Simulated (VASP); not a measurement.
Set up this calculation in VASP 6.6.1, as the native input.

```yaml
Task: relaxation of cell and atoms
Functional: PBE
Potentials_or_basis: VASP PAW PBE potentials, release 64 (Li_sv, H)
Cutoff: 600 eV
k_mesh: 8 × 4 × 4
Occupations: gaussian, width 0.2 eV
Spin: no spin polarisation
Dipole_correction: no
Further_INCAR_settings: ALGO = Normal; EDIFF = 1e-06; IBRION = 2; EDIFFG = -0.025; NSW = 80; ISIF = 3
```

The structure of Li2H lies in POSCAR:

```
Li2H
1.0
    1.3730562648     -2.4396478727     -0.0494443412
   -4.2892540469     -2.5378466389      0.0516109328
    0.0888344342     -0.0490893640     -5.0143539070
Li H
4 2
Direct
    0.5119486953      0.8308575818      0.7614659203
    0.0484260833      0.3152858839      0.7093947863
    0.0231284834      0.7373968596      0.3076446854
    0.4712866683      0.1341675346      0.2830729901
    0.0146595784      0.9774573413      0.4973099942
    0.4305504913      0.5048347989      0.4411116237
```

One way to write it, as run:

INCAR

```
PREC = Accurate
ENCUT = 600
EDIFF = 1E-6
ISMEAR = 0
SIGMA = 0.2
LREAL = False
LASPH = True
NELM = 80
ALGO = Normal
ISIF = 3
LWAVE = False
LCHARG = False
GGA = PE
IBRION = 2
NSW = 80
EDIFFG = -0.025
```

KPOINTS

```
Automatic mesh
0
Gamma
  8 4 4
```

Potentials or basis: VASP PAW PBE potentials, release 64 (Li_sv, H).

Command:

```sh
$ cat potpaw_PBE.64/Li_sv/POTCAR potpaw_PBE.64/H/POTCAR > POTCAR
$ mpirun -np 1 vasp_std > vasp.out
```

Results of the run:

```
Relaxed volume                        : 11.51 Å³/atom
Relaxed cell                          : a = 2.832 Å, b = 4.898 Å, c = 4.980 Å, α = 90.28°, β = 90.71°, γ = 90.02°
Space group after relaxing (to 0.1 Å) : P-3m1 (No. 164)
Energy gained by relaxing             : 121.6 meV/atom
Ionic steps                           : 17
Pressure after relaxing               : 0.0 GPa
Largest force after relaxing          : 0.019 eV/Å
Band gap on the k mesh                : zero (bands 7 and 8 overlap by 3.52 eV)
```

Caveat: the cutoff is under 1.25 times the usual one of these potentials, so pressure, stress and relaxed cells hold a basis-set (Pulay) error.

It took 3 min on 1 thread of AMD EPYC 9R45 96-Core Processor (Zen 5), with other jobs on the host, peak memory 0.18 GiB.
